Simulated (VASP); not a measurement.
**ZnO4: single point with PBE**

Crystal: ZnO4.

```xyz
5
Lattice="4.2005 0.0000 0.0000 -2.1003 3.6378 0.0000 0.0000 0.0000 4.2656" Properties=species:S:1:pos:R:3 pbc="T T T"
Zn    0.0000    2.4252    0.0000
O     2.1003    1.2126    2.1328
O     3.1625    0.5993    0.0000
O     2.1003    2.4391    0.0000
O     1.0380    0.5993    0.0000
```

The cell was built from a structure type or drawn by symmetry, and may not be a known phase.

| Quantity | Value |
| --- | --- |
| Program | VASP 6.6.1 |
| Task | single point |
| Functional | PBE |
| Potentials or basis | VASP PAW PBE potentials, release 64 (Zn, O) |
| Cutoff | 520 eV |
| k mesh | 12 × 12 × 10 |
| Occupations | gaussian, width 0.1 eV |
| Spin | collinear spin, ferromagnetic start |
| Starting moments | [0.0, 0.86, 0.86, 0.86, 0.86] μB |
| Dipole correction | no |
| Further INCAR settings | ALGO = Normal; EDIFF = 1e-06; NBANDS = 30 |

| Item | Value |
| --- | --- |
| Pressure | 0.2 GPa |
| Largest force | 0.003 eV/Å |
| Net moment | 3.33 μB per cell |
| Site moments | Zn +0.02; O +1.49, +0.46 (each value once) μB |
| Valence electrons inside the program's atomic spheres | Zn 10.57; O 4.59, 4.73 (each value once) |

Forces in eV/Å, atoms in the order of the input:
```
Zn   0.000  0.000  0.000
O    0.000  0.000  0.000
O   -0.003  0.002  0.000
O    0.000 -0.003  0.000
O    0.003  0.002  0.000
```

Stress tensor (GPa, compression positive):
```
 0.34  0.00  0.00
 0.00  0.34  0.00
 0.00  0.00 -0.17
```

Levels at points of the mesh, in eV from the Fermi level:
Spin up:
```csv
k point,band 16,band 17,band 18,band 19,band 20,band 21,band 22,band 23,band 24,band 25
"(0.00, 0.00, 0.00)",-1.50,-1.39,-1.39,-0.13,1.49,1.49,1.79,9.11,9.18,13.17
"(0.50, 0.00, 0.00)",-2.65,-1.80,-1.34,-1.11,-0.76,1.32,5.06,7.90,8.95,12.46
"(0.00, 0.00, 0.50)",-2.71,-0.80,-0.80,-0.13,1.48,1.48,2.82,5.52,12.93,13.01
"(0.50, 0.00, 0.50)",-2.51,-1.51,-1.46,-1.16,-0.73,1.31,5.42,6.15,10.62,11.37
```
Spin down:
```
           k point  band 14  band 15  band 16  band 17  band 18  band 19
(0.00, 0.00, 0.00)    -0.30    -0.30    -0.04    -0.04     0.92     1.57
(0.50, 0.00, 0.00)    -1.70    -1.35    -0.62    -0.31    -0.28     0.05
(0.00, 0.00, 0.50)    -1.31    -1.31     0.63     0.92     1.00     1.00
(0.50, 0.00, 0.50)    -1.50    -1.47    -1.37    -0.46     0.55     0.92
```

It took 9.2 min on 1 thread of Intel Xeon 8259CL (shared host), peak memory 0.42 GiB.
